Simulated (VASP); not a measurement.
# NbRu3C: single point with PBE

The system is NbRu3C.

```
Nb Ru C
1.0
     4.14487    0.00000    0.00000
     0.00000    4.14487    0.00000
     0.00000    0.00000    4.14487
Nb Ru C
1 3 1
Direct
  0.00000 0.00000 0.00000
  0.00000 0.50000 0.50000
  0.50000 0.00000 0.50000
  0.50000 0.50000 0.00000
  0.50000 0.50000 0.50000
```

```json
{
  "Program": "VASP 6.6.1",
  "Task": "single point",
  "Functional": "PBE",
  "Potentials or basis": "VASP PAW PBE potentials, release 64 (Nb_sv, Ru_pv, C)",
  "Cutoff": "520 eV",
  "k mesh": "6 × 6 × 6",
  "Occupations": "fermi-dirac, width 0.1 eV",
  "Spin": "no spin polarisation",
  "Dipole correction": "no",
  "Further INCAR settings": "ALGO = Normal; EDIFF = 1e-06; NBANDS = 38"
}
```

```yaml
Pressure: -16.9 GPa
Band_gap_on_the_k_mesh: zero (an odd number of electrons rules out a gap without spin polarisation)
```

Levels at points of the mesh, in eV from the Fermi level:
```
           k point  band 25  band 26  band 27  band 28  band 29  band 30  band 31  band 32  band 33  band 34
(0.00, 0.00, 0.00)    -2.32    -2.32    -1.26    -1.26     0.56     0.59     0.59     0.59     1.68     1.68
(0.50, 0.00, 0.00)    -1.79    -1.35    -1.27    -1.27    -0.67    -0.22    -0.22     0.54     0.59     0.88
(0.50, 0.50, 0.00)    -2.54    -2.54    -2.15    -1.45    -1.13    -0.83     0.37     0.37     0.45     1.52
(0.50, 0.50, 0.50)    -1.87    -1.87     0.22     0.22     0.22     0.38     0.38     0.38     1.07     1.07
```

Wall time 98 s on 1 thread of AMD EPYC 7R13, on a shared host, peak memory 0.18 GiB.

Caveat: the cell stands under tension.
